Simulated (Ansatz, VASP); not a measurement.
## One calculation of W2AuN3, two programs

```xyz
6
Lattice="2.0458 -5.7198 0.0000 2.0458 5.7198 0.0000 0.0000 0.0000 3.2520" Properties=species:S:1:pos:R:3 pbc="T T T"
W     2.0458   -1.8700    1.6260
W     2.0458    1.8700    1.6260
Au    0.0000    0.0000    0.0000
N     2.0458    3.8394    1.6260
N     2.0458   -3.8394    1.6260
N     2.0458    0.0000    0.0000
```

Change from the starting cell: species swapped into the Li2CeO3 type (Cmmm, No. 65).

Alike in both runs: functional PBE; k mesh 3 × 3 × 3; occupations gaussian, width 0.15 eV; no spin polarisation.

Ansatz relaxed the structure, and its values are those at the end. VASP's run is a single point on that final structure, the one shown.

```csv
,VASP,Ansatz
version,VASP 6.6.1,Ansatz 0.2.0
potentials or method,"VASP PAW PBE potentials, release 64 (W_sv, Au, N), cutoff 600 eV","scalar-relativistic, plane waves, PAW"
valence electrons in the cell,54,62
```

|  | VASP | Ansatz | Ansatz less VASP |
| --- | --- | --- | --- |
| gap on the k mesh at the Fermi level (eV) | none | none | - |
| pressure (GPa) | 0.5 | 0.0 | -0.50 |
| rms of the force components (eV/Å) | 0.049 | 0.006 | -0.0432 |

A gap of «none» marks a metal or a gap that the smearing closes. The functional is the same, so the differences come from potentials, cutoffs and numerics. VASP's potentials hold 54 valence electrons a cell and Ansatz's 62, so a difference there can come from the potentials and not from the codes.

The k mesh is coarse, so the values compare programs but aren't converged. Neither program's run includes spin-orbit coupling.
